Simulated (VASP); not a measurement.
The system is GaN.

```xyz
2
Lattice="0.0000 2.2535 2.2535 2.2535 0.0000 2.2535 2.2535 2.2535 0.0000" Properties=species:S:1:pos:R:3 pbc="T T T"
Ga    0.0000    0.0000    0.0000
N     1.1268    1.1268    1.1268
```

```yaml
Program: VASP 6.6.1
Task: relaxation of cell and atoms
Functional: BLYP
Dispersion: D3(BJ)
Potentials_or_basis: VASP PAW PBE potentials, release 64 (Ga_d, N)
Cutoff: 600 eV
k_mesh: 10 × 10 × 10
Occupations: fermi-dirac, width 0.05 eV
Spin: no spin polarisation
```

At the start: pressure 3.6 GPa; volume 11.44 Å³/atom.

Task: How do energy, volume and symmetry change on relaxing?

Result: Over 3 steps the energy falls by 2.6 meV/atom and the volume is 11.68 Å³/atom (+2.0 %); space group F-43m (No. 216, to 0.05 Å).

The path:
```
step  energy change (eV)  largest force (eV/Å)  pressure (GPa)  volume (Å³)
   1              0.0000                0.0000            3.63        22.89
   2             -0.0014                0.0000           -2.94        23.76
   3             -0.0052                0.0000           -0.05        23.35
```

Final structure:
```
CELL_PARAMETERS angstrom
0.00000 2.26868 2.26868
2.26868 0.00000 2.26868
2.26868 2.26868 0.00000
ATOMIC_POSITIONS crystal
Ga 0.00000 0.00000 0.00000
N 0.25000 0.25000 0.25000
```

Caveat: the PAW data sets were made with another functional, which shifts forces and pressure a little.
